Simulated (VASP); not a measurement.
CsSnI3: single point with HSE06

Crystal: CsSnI3.

```xyz
5
Lattice="6.2414 0.0000 0.0000 0.0000 6.2414 0.0000 0.0000 0.0000 6.2414" Properties=species:S:1:pos:R:3 pbc="T T T"
Cs    0.0000    0.0000    0.0000
Sn    3.1207    3.1207    3.1207
I     0.0000    3.1207    3.1207
I     3.1207    0.0000    3.1207
I     3.1207    3.1207    0.0000
```

```
Program             : VASP 6.6.1
Task                : single point
Functional          : HSE06
Potentials or basis : VASP PAW PBE potentials, release 64 (Cs_sv, Sn_d, I)
Cutoff              : 520 eV
k mesh              : 2 × 2 × 2
Occupations         : gaussian, width 0.01 eV
Spin                : no spin polarisation
```

The pressure is 1.4 GPa. The band gap on the k mesh is 0.85 eV, direct.

Levels at points of the mesh, in eV from the valence-band top:
| k point | band 18 | band 19 | band 20 | band 21 | band 22 | band 23 | band 24 | band 25 | band 26 | band 27 |
| --- | --- | --- | --- | --- | --- | --- | --- | --- | --- | --- |
| (0.00, 0.00, 0.00) | -2.52 | -2.52 | -2.34 | -2.34 | -2.34 | 2.93 | 3.90 | 3.90 | 4.21 | 4.21 |
| (0.50, 0.00, 0.00) | -2.78 | -2.68 | -2.47 | -2.47 | -1.69 | 1.65 | 4.52 | 4.67 | 5.05 | 5.06 |
| (0.50, 0.50, 0.00) | -2.84 | -2.84 | -2.73 | -1.90 | -0.83 | 1.31 | 1.31 | 4.69 | 5.04 | 5.24 |
| (0.50, 0.50, 0.50) | -2.72 | -1.89 | -1.89 | -1.89 | 0.00 | 0.85 | 0.85 | 0.85 | 3.76 | 4.83 |

Wall time 6.8 min on 1 thread of Intel Xeon 6975P-C (shared host), peak memory 0.45 GiB.

Caveat: the k points lie up to 0.50 Å⁻¹ apart; the PAW data sets were made with another functional, which shifts forces and pressure a little; spin-orbit coupling is left out, which moves the levels of the heavy elements. A k mesh can miss the band edges.
